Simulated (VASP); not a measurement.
Input of a VASP 6.6.1 run:

File INCAR:

```
SYSTEM = ScNb
PREC = Accurate
ENCUT = 520
EDIFF = 1E-7
ISMEAR = -1
SIGMA = 0.05
LREAL = .FALSE.
LASPH = .TRUE.
NELM = 80
ALGO = Normal
ISIF = 2
LWAVE = .FALSE.
LCHARG = .FALSE.
GGA = PS
IVDW = 13
NBANDS = 19
```

Contents of KPOINTS:

```
Automatic mesh
0
G
  10 10 5
  0 0 0
```

File POSCAR:

```
ScNb
1.0
    3.0130028369      0.0000000000      0.0000000000
   -1.5065014185      2.6093369984      0.0000000000
    0.0000000000      0.0000000000      4.9746314458
Nb Sc
1 1
Direct
    0.3333333333      0.6666666667      0.5000000000
    0.0000000000      0.0000000000      0.0000000000
```

Potentials or basis: VASP PAW PBE potentials, release 64 (Nb_sv, Sc_sv).

Launch:

```bash
$ cat potpaw_PBE.64/Nb_sv/POTCAR potpaw_PBE.64/Sc_sv/POTCAR > POTCAR
$ mpirun -np 1 vasp_std > vasp.out
```

Question: Estimate the pressure.

Answer: 0.0 GPa.

Question: Predict the band gap on the k mesh.

Answer: Zero (bands 12 and 13 overlap by 0.89 eV).

Question: What does it give for the dispersion energy per atom?

Answer: -0.188 eV.

Stress tensor (GPa, compression positive):
```
-0.04  0.00  0.00
 0.00 -0.04  0.00
 0.00  0.00  0.05
```

Caveat: the PAW data sets were made with another functional, which shifts forces and pressure a little.
